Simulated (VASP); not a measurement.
Write the native input for VASP 6.6.1 that does the following.

* Task: single point
* Functional: LDA
* Potentials or basis: VASP PAW LDA potentials, release 64 (Ag, S, La)
* Cutoff: 520 eV
* k mesh: 6 × 6 × 6
* Occupations: fermi-dirac, width 0.02 eV
* Spin: no spin polarisation
* Dipole correction: no
* Further INCAR settings: ALGO = Normal; EDIFF = 1e-06; NBANDS = 25

The structure of LaAgS2 lies in POSCAR:

```
LaAgS2
1.0
    4.1300216913      0.0000000000      0.0000000000
    0.0000000000      4.1300216913      0.0000000000
    0.0000000000      0.0000000000      5.6048983238
Ag S La
1 2 1
Direct
    0.0000000000      0.0000000000      0.0000000000
    0.0000000000      0.0000000000      0.5000000000
    0.5000000000      0.5000000000      0.0000000000
    0.5000000000      0.5000000000      0.5000000000
```

These files were run (other wordings do the same):

INCAR

```
SYSTEM = LaAgS2
PREC = Accurate
ENCUT = 520
EDIFF = 1E-6
ISMEAR = -1
SIGMA = 0.02
LREAL = .FALSE.
LASPH = .TRUE.
NELM = 100
ALGO = Normal
ISIF = 2
LWAVE = .FALSE.
LCHARG = .FALSE.
GGA = CA
NBANDS = 25
```

KPOINTS

```
regular mesh
0
G
  6 6 6
  0 0 0
```

Potentials or basis: VASP PAW LDA potentials, release 64 (Ag, S, La).

Run with:

```sh
$ cat potpaw_LDA.64/Ag/POTCAR potpaw_LDA.64/S/POTCAR potpaw_LDA.64/La/POTCAR > POTCAR
$ mpirun -np 1 vasp_std > vasp.out
```

Results of the run:

The pressure is -5.3 GPa. The band gap on the k mesh is zero (band 17 reaches 6.09 eV, above the bottom of band 18 at 5.72 eV).

Caveat: spin-orbit coupling is left out, which moves the levels of the heavy elements.

It took 38 s on 1 thread of Intel(R) Xeon(R) 6975P-C (Granite Rapids), with other jobs on the host, peak memory 0.25 GiB.
